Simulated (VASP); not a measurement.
Crystal: InB2As3.

```
CELL_PARAMETERS angstrom
2.50860 -5.30739 0.00000
2.50860 5.30739 0.00000
0.00000 0.00000 3.95059
ATOMIC_POSITIONS crystal
In 0.00000 0.00000 0.00000
B 0.65497 0.34503 0.50000
B 0.34503 0.65497 0.50000
As 0.14539 0.85461 0.50000
As 0.85461 0.14539 0.50000
As 0.50000 0.50000 0.00000
```

The cell was generated, and may not be a known phase.

```yaml
Program: VASP 6.6.1
Task: relaxation of cell and atoms
Functional: PBE
Potentials_or_basis: VASP PAW PBE potentials, release 64 (In_d, B, As)
Cutoff: 600 eV
k_mesh: 4 × 4 × 4
Occupations: gaussian, width 0.1 eV
Spin: no spin polarisation
```

At the start: pressure 8.4 GPa; volume 17.53 Å³/atom.

How do energy, volume and symmetry change on relaxing?

Over 24 steps the energy falls by 273.0 meV/atom and the volume is 18.49 Å³/atom (+5.5 %); space group Cmmm (No. 65, to 0.1 Å) before and after.

The path:
| step | energy change (eV) | largest force (eV/Å) | pressure (GPa) | volume (Å³) |
| --- | --- | --- | --- | --- |
| 1 | 0.0000 | 3.4704 | 8.35 | 105.20 |
| 2 | -0.8486 | 0.9015 | -3.11 | 119.63 |
| 3 | -0.8570 | 0.8360 | -2.38 | 117.91 |
| 4 | -1.0378 | 0.9998 | -0.85 | 114.47 |
| 5 | -1.2122 | 2.0492 | 6.63 | 104.38 |
| 6 | -1.2379 | 1.6065 | 3.71 | 107.59 |
| 7 | -1.3208 | 1.3498 | 3.41 | 107.31 |
| 8 | -1.4933 | 0.5994 | 3.06 | 106.43 |
| 9 | -1.4812 | 0.7482 | 4.85 | 104.50 |
| 10 | -1.5416 | 0.3969 | 3.61 | 105.46 |
| 11 | -1.5795 | 0.3975 | 2.11 | 107.26 |
| 12 | -1.6042 | 0.4335 | -1.21 | 111.95 |
| 13 | -1.6073 | 0.4239 | -0.45 | 110.80 |
| 14 | -1.6196 | 0.2395 | -0.36 | 111.15 |
| 15 | -1.6238 | 0.1106 | -0.25 | 111.49 |
| 16 | -1.6284 | 0.1096 | -0.14 | 111.36 |
| 17 | -1.6331 | 0.1075 | 0.11 | 111.06 |
| 18 | -1.6332 | 0.1072 | 0.14 | 111.02 |
| 19 | -1.6346 | 0.0920 | -0.07 | 111.17 |
| 20 | -1.6348 | 0.1151 | -0.21 | 111.26 |
| 21 | -1.6359 | 0.0728 | -0.14 | 111.18 |
| 22 | -1.6368 | 0.0557 | 0.01 | 111.01 |
| 23 | -1.6373 | 0.0474 | 0.05 | 110.99 |
| 24 | -1.6378 | 0.0299 | 0.13 | 110.94 |

Final structure:
```
In B As
1.0
     2.80220   -5.19611    0.00000
     2.80220    5.19611    0.00000
     0.00000    0.00000    3.80975
In B As
1 2 3
Cartesian
  0.0000 0.0000 0.0000
  2.8022 -1.2475 1.9049
  2.8022 1.2475 1.9049
  2.8022 3.2322 1.9049
  2.8022 -3.2322 1.9049
  2.8022 0.0000 0.0000
```

Caveat: the k points lie up to 0.41 Å⁻¹ apart in the final cell, too coarse for converged energies and pressures of a metal.
